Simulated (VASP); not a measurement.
Write the native input for VASP 6.6.1 that does the following.

* Task: single point
* Functional: PBE
* Potentials or basis: VASP PAW PBE potentials, release 64 (S, Sr_sv, Te)
* Cutoff: 520 eV
* k mesh: 6 × 6 × 4
* Occupations: gaussian, width 0.01 eV
* Spin: no spin polarisation
* Dipole correction: no
* Further INCAR settings: ALGO = Normal; EDIFF = 1e-06; NBANDS = 24

The structure of Sr2TeS lies in POSCAR:

```
Sr2TeS
1.0
    4.4977299176      0.0000000000      0.0000000000
    0.0000000000      4.4977299176      0.0000000000
    0.0000000000      0.0000000000      6.3641554493
S Sr Te
1 2 1
Direct
    0.0000000000      0.0000000000      0.0000000000
    0.0000000000      0.0000000000      0.5000000000
    0.5000000000      0.5000000000      0.0000000000
    0.5000000000      0.5000000000      0.5000000000
```

These files were run (other wordings do the same):

INCAR

```
PREC     = Accurate       # precision mode
ENCUT    = 520            # plane-wave cutoff, eV
EDIFF    = 1E-6           # SCF threshold, eV
ISMEAR   = 0              # smearing method
SIGMA    = 0.01           # smearing width, eV
LREAL    = F              # projectors in reciprocal space
LASPH    = T              # aspherical terms in the spheres
NELM     = 60             # most SCF steps
ALGO     = Normal         # electronic algorithm
ISIF     = 2              # what is computed and relaxed
LWAVE    = F              # write WAVECAR
LCHARG   = F              # write CHGCAR
GGA      = PE             # functional
NBANDS   = 24             # bands
```

KPOINTS

```
Automatic mesh
0
Gamma
  6 6 4
```

Potentials or basis: VASP PAW PBE potentials, release 64 (S, Sr_sv, Te).

Command:

```bash
$ cat potpaw_PBE.64/S/POTCAR potpaw_PBE.64/Sr_sv/POTCAR potpaw_PBE.64/Te/POTCAR > POTCAR
$ mpirun -np 1 vasp_std > vasp.out
```

It gave:

- Pressure: 1.3 GPa
- Band gap on the k mesh: 1.88 eV

Caveat: spin-orbit coupling is left out, which moves the levels of the heavy elements.

It took 2 min on 1 thread of Intel Xeon 8259CL, on a shared host, peak memory 0.29 GiB.
